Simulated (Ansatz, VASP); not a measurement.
# Two plane-wave programs on Co

```
CELL_PARAMETERS angstrom
2.29559 0.00000 0.00000
0.00000 2.29559 0.00000
0.00000 0.00000 2.29559
ATOMIC_POSITIONS crystal
Co 0.00000 0.00000 0.00000
```

Alike in both runs: task single point; functional PBEsol; k mesh 15 × 15 × 15; occupations fermi-dirac, width 0.05 eV; collinear spin.

|  | VASP | Ansatz |
| --- | --- | --- |
| version | VASP 6.6.1 | Ansatz 0.2.0 |
| potentials or method | VASP PAW PBE potentials, release 64 (Co), cutoff 520 eV | plane waves (420 eV) with PAW, scalar-relativistic |
| valence electrons in the cell | 9 | 17 |

Ansatz gave:

```
pressure (GPa)                                                : -0.3
net moment per atom (μB)                                      : 1.75
size of the moment on the site where the two differ most (μB) : 1.75
```

Problem. Which values does VASP return?

Solution. Pressure (GPa): -1.2; net moment per atom (μB): 1.74; size of the moment on the site where the two differ most (μB): 1.74.

VASP's potentials were made for PBE, not for PBEsol, and Ansatz warns of the same on its side. Site moments also hang on the region over which each program counts them. VASP's potentials hold 9 valence electrons a cell and Ansatz's 17, so a difference there can come from the potentials and not from the codes.
